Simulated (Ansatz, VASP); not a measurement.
**Cu: VASP beside Ansatz**

File INCAR:

```
SYSTEM = Cu
PREC = Accurate
ENCUT = 520
EDIFF = 1E-7
ISMEAR = 0
SIGMA = 0.15
LREAL = .False.
LASPH = .True.
NELM = 60
ALGO = Fast
ISIF = 2
LWAVE = .False.
LCHARG = .False.
GGA = PE
NBANDS = 12
```

File KPOINTS:

```
regular mesh
0
Gamma
  32 32 32
  0 0 0
```

POSCAR

```
Cu
1.0
   -1.3885271205      1.3885271205      1.5578550528
    1.3885271205     -1.3885271205      1.5578550528
    1.3885271205      1.3885271205     -1.5578550528
Cu
1
Direct
    0.0000000000      0.0000000000      0.0000000000
```

Input for Ansatz:

```yaml
crystal:
  lattice:
    - [-1.3885271205, 1.3885271205, 1.5578550528]
    - [1.3885271205, -1.3885271205, 1.5578550528]
    - [1.3885271205, 1.3885271205, -1.5578550528]
  atoms:
    - { symbol: Cu, position: [0.0, 0.0, 0.0] }
basis:
  ecutwfc: 420
kpoints:
  mp_grid: { grid: [32, 32, 32] }
hamiltonian:
  xc: pbe
scf:
  occupations: { method: gaussian, width: 0.15 }
output:
  forces: true
  stress: true
  eigenvalues: true
```

Alike in both runs: task single point; functional PBE; k mesh 32 × 32 × 32; occupations gaussian, width 0.15 eV; no spin polarisation.

|  | VASP | Ansatz |
| --- | --- | --- |
| version | VASP 6.6.1 | Ansatz 0.2.0 |
| potentials or method | VASP PAW PBE potentials, release 64 (Cu), cutoff 520 eV | scalar-relativistic, plane waves, PAW |
| valence electrons in the cell | 11 | 19 |

Ansatz gave:

| Quantity | Value |
| --- | --- |
| gap on the k mesh at the Fermi level (eV) | none |
| pressure (GPa) | -0.1 |
| traceless stress, the component that is largest in VASP (GPa) | 1.52 |

Problem. Which values does VASP return?

Solution. gap on the k mesh at the Fermi level (eV): none; pressure (GPa): 0.4; traceless stress, the component that is largest in VASP (GPa): 1.49.

A gap of «none» marks a metal or a gap that the smearing closes. With one functional, cell and mesh, what is left measures potentials, basis and numerics. VASP's potentials hold 11 valence electrons a cell and Ansatz's 19, so a difference there can come from the potentials and not from the codes.
